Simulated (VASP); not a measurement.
**MgZr2O2: single point with PBE**

The system is MgZr2O2.

```
Mg Zr O
1.0
     4.45756    0.00000    0.00000
     0.00000    4.45756    0.00000
     0.00000    0.00000    4.21184
Mg Zr O
1 2 2
Direct
  0.50000 0.50000 0.00000
  0.50000 0.00000 0.50000
  0.00000 0.50000 0.50000
  0.50000 0.00000 0.00000
  0.00000 0.50000 0.00000
```

```
Program             : VASP 6.6.1
Task                : single point
Functional          : PBE
Potentials or basis : VASP PAW PBE potentials, release 64 (Mg, Zr_sv, O)
Cutoff              : 520 eV
k mesh              : 8 × 8 × 10
Occupations         : gaussian, width 0.1 eV
Spin                : no spin polarisation
```

```
Pressure               : 0.0 GPa
Band gap on the k mesh : zero (band 19 reaches 7.11 eV, above the bottom of band 20 at 6.20 eV)
```

Stress tensor (GPa, compression positive):
```
-0.19  0.00  0.00
 0.00 -0.19  0.00
 0.00  0.00  0.23
```

Levels at points of the mesh, in eV from the Fermi level:
| k point | band 17 | band 18 | band 19 | band 20 | band 21 | band 22 |
| --- | --- | --- | --- | --- | --- | --- |
| (0.00, 0.00, 0.00) | -3.48 | -2.25 | -1.32 | 0.03 | 0.03 | 2.67 |
| (0.50, 0.00, 0.00) | -1.96 | -0.58 | -0.03 | 0.72 | 0.78 | 0.80 |
| (0.50, 0.50, 0.00) | -1.53 | -1.53 | -1.46 | -0.17 | 0.52 | 1.85 |
| (0.00, 0.00, 0.50) | -3.80 | -1.95 | -1.16 | 0.51 | 2.49 | 2.49 |
| (0.50, 0.00, 0.50) | -2.23 | -0.78 | 0.57 | 0.74 | 1.37 | 1.50 |
| (0.50, 0.50, 0.50) | -1.29 | -1.29 | -0.26 | 1.33 | 1.94 | 1.94 |

It took 68 s on 1 thread of Intel(R) Xeon(R) 6975P-C (Granite Rapids) (shared host), peak memory 0.32 GiB.
